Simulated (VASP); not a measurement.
# RbBr (Fm-3m) in VASP: a series of runs, part 2 of 2

VASP 6.6.1.

## Step 4: Electric field gradients, PBE (41.88 Å³/atom)

This run uses another cell than the first one, of 41.88 Å³/atom.

File INCAR:

```
SYSTEM = RbBr
  PREC = Accurate
  ENCUT = 520
  EDIFF = 1E-8
  ISMEAR = -1
  SIGMA = 0.02
  LREAL = .FALSE.
  LASPH = .TRUE.
  NELM = 60
  ALGO = Normal
  ISIF = 2
  LWAVE = .FALSE.
  LCHARG = .FALSE.
  GGA = PE
  LEFG = .TRUE.
  NBANDS = 15
```

File KPOINTS:

```
Automatic mesh
0
G
  6 6 6
  0 0 0
```

File POSCAR:

```
RbBr
1.0
    0.0000000000      3.4726038566      3.4726038566
    3.4726038566      0.0000000000      3.4726038566
    3.4726038566      3.4726038566      0.0000000000
Rb Br
1 1
Direct
    0.0000000000      0.0000000000      0.0000000000
    0.5000000000      0.5000000000      0.5000000000
```

Potentials or basis: VASP PAW PBE potentials, release 64 (Rb_sv, Br).

The run is started by

```bash
cat potpaw_PBE.64/Rb_sv/POTCAR potpaw_PBE.64/Br/POTCAR > POTCAR
mpirun -np 1 vasp_std > vasp.out
```

OUTCAR:

```text
SYSTEM = RbBr
   PREC = Accurate
   ENCUT = 520
   EDIFF = 1E-8
   ISMEAR = -1
   LREAL = .FALSE.
   LASPH = .TRUE.
   NELM = 60
   ISIF = 2
   GGA = PE

 ion  position               nearest neighbor table
   1  0.000  0.000  0.000-   2 3.47   2 3.47   2 3.47   2 3.47   2 3.47   2 3.47
   2  0.500  0.500  0.500-   1 3.47   1 3.47   1 3.47   1 3.47   1 3.47   1 3.47

  LATTYP: Found a face centered cubic cell.
 ALAT       =     6.9452077132

  Lattice vectors:

 A1 = (   0.0000000000,   3.4726038566,   3.4726038566)
 A2 = (   3.4726038566,   0.0000000000,   3.4726038566)
 A3 = (   3.4726038566,   3.4726038566,   0.0000000000)

Analysis of symmetry for initial positions (statically):
=====================================================================
 Subroutine PRICEL returns:
 Original cell was already a primitive cell.

 Routine SETGRP: Setting up the symmetry group for a
 face centered cubic supercell.

[... 466 lines left out ...]
      direct lattice vectors                 reciprocal lattice vectors
     0.000000000  3.472603857  3.472603857    -0.143984175  0.143984175  0.143984175
     3.472603857  0.000000000  3.472603857     0.143984175 -0.143984175  0.143984175
     3.472603857  3.472603857  0.000000000     0.143984175  0.143984175 -0.143984175

 POSITION                                       TOTAL-FORCE (eV/Angst)
 -----------------------------------------------------------------------------------
      0.00000      0.00000      0.00000         0.000000      0.000000      0.000000
      3.47260      3.47260      3.47260        -0.000000     -0.000000      0.000000
 -----------------------------------------------------------------------------------
    total drift:                                0.000000     -0.000000     -0.000000

  FREE ENERGIE OF THE ION-ELECTRON SYSTEM (eV)
  ---------------------------------------------------
  free  energy   TOTEN  =        -6.1119316021 eV

  energy  without entropy=       -6.1119316021  energy(sigma->0) =       -6.11193160

 Electric field gradients (V/A^2)
---------------------------------------------------------------------
 ion       V_xx      V_yy      V_zz      V_xy      V_xz      V_yz
---------------------------------------------------------------------
   1      -0.000    -0.000    -0.000     0.000     0.000     0.000
   2       0.000    -0.000     0.000    -0.001    -0.001    -0.001
---------------------------------------------------------------------

 Electric field gradients after diagonalization (V/A^2)
 (convention: |V_zz| > |V_xx| > |V_yy|)
----------------------------------------------------------------------
 ion       V_xx      V_yy      V_zz     asymmetry (V_yy - V_xx)/ V_zz
----------------------------------------------------------------------
   1      -0.000    -0.000     0.000       0.000
   2       0.001     0.001    -0.001       0.000
----------------------------------------------------------------------

           NMR quadrupolar parameters

 Cq : quadrupolar parameter    Cq=e*Q*V_zz/h
 eta: asymmetry parameters     (V_yy - V_xx)/ V_zz
 Q  : nuclear electric quadrupole moment in mb (millibarn)
----------------------------------------------------------------------
 ion       Cq(MHz)       eta       Q (mb)
----------------------------------------------------------------------
   1       0.000       0.000       1.000
   2      -0.000       0.000       1.000
----------------------------------------------------------------------
```

OSZICAR:

```text
N       E                     dE             d eps       ncg     rms          rms(c)
DAV:   1     0.826295669617E+02    0.82630E+02   -0.67583E+03   480   0.919E+02
DAV:   2     0.780363871074E-01   -0.82552E+02   -0.75672E+02   705   0.155E+02
DAV:   3    -0.616210859213E+01   -0.62401E+01   -0.62066E+01   620   0.448E+01
DAV:   4    -0.633902989869E+01   -0.17692E+00   -0.17689E+00   690   0.737E+00
DAV:   5    -0.634091817852E+01   -0.18883E-02   -0.18882E-02   663   0.681E-01    0.273E+00
DAV:   6    -0.611671752071E+01    0.22420E+00   -0.27232E-01   564   0.235E+00    0.179E+00
DAV:   7    -0.609862008527E+01    0.18097E-01   -0.12548E-01   627   0.171E+00    0.921E-01
DAV:   8    -0.611101312056E+01   -0.12393E-01   -0.16219E-02   496   0.705E-01    0.106E-01
DAV:   9    -0.611149065782E+01   -0.47754E-03   -0.67807E-04   670   0.133E-01    0.695E-02
DAV:  10    -0.611192253476E+01   -0.43188E-03   -0.54424E-04   487   0.130E-01    0.270E-02
DAV:  11    -0.611192523075E+01   -0.26960E-05   -0.30200E-05   649   0.298E-02    0.107E-02
DAV:  12    -0.611193127514E+01   -0.60444E-05   -0.10767E-05   487   0.185E-02    0.134E-03
DAV:  13    -0.611193151411E+01   -0.23896E-06   -0.27304E-07   709   0.309E-03    0.246E-03
DAV:  14    -0.611193160083E+01   -0.86730E-07   -0.22332E-07   480   0.270E-03    0.884E-04
DAV:  15    -0.611193160214E+01   -0.13058E-08   -0.90765E-09   508   0.544E-04
   1 F= -.61119316E+01 E0= -.61119316E+01  d E =-.122730E-12
```

stdout:

```text
POSCAR found type information on POSCAR RbBr
 POSCAR found :  2 types and       2 ions
 scaLAPACK will be used
 LDA part: xc-table for (Slater+PW92), standard interpolation
 POSCAR, INCAR and KPOINTS ok, starting setup
 FFT: planning ... GRIDC
 FFT: planning ... GRID_SOFT
 FFT: planning ... GRID
 WAVECAR not read
 entering main loop
ion   1

ion   2
```

It took 19 s on 1 thread of Intel Xeon Platinum 8488C (Sapphire Rapids), shared host; peak memory 0.24 GiB.

What came out:

| Item | Value |
| --- | --- |
| Free energy | -6.1119 eV |
| Pressure | 0.4 GPa |
| Band gap on the k mesh | 4.26 eV |
| Largest electric field gradient by atom | zero within the noise of the run |

## Step 5: Overview

| cell | gap on the mesh (eV) | pressure (GPa) |
| --- | --- | --- |
| a = 4.847 Å, angles 60.0°, 2 atoms | 4.36 | 1.0 |
| a = 4.879 Å, angles 60.0°, 2 atoms | 4.31 | 0.7 |
| a = 4.911 Å, angles 60.0°, 2 atoms | 4.26 | 0.4 |

Alike in all rows: task electric field gradients; level PBE; potentials or basis VASP PAW PBE potentials, release 64 (Rb_sv, Br); no spin polarisation; k mesh 6 × 6 × 6; cutoff (eV) 520; smearing fermi-dirac 0.02 eV.

Total energies depend on the potentials used, so only differences within one code and one set of settings carry meaning.
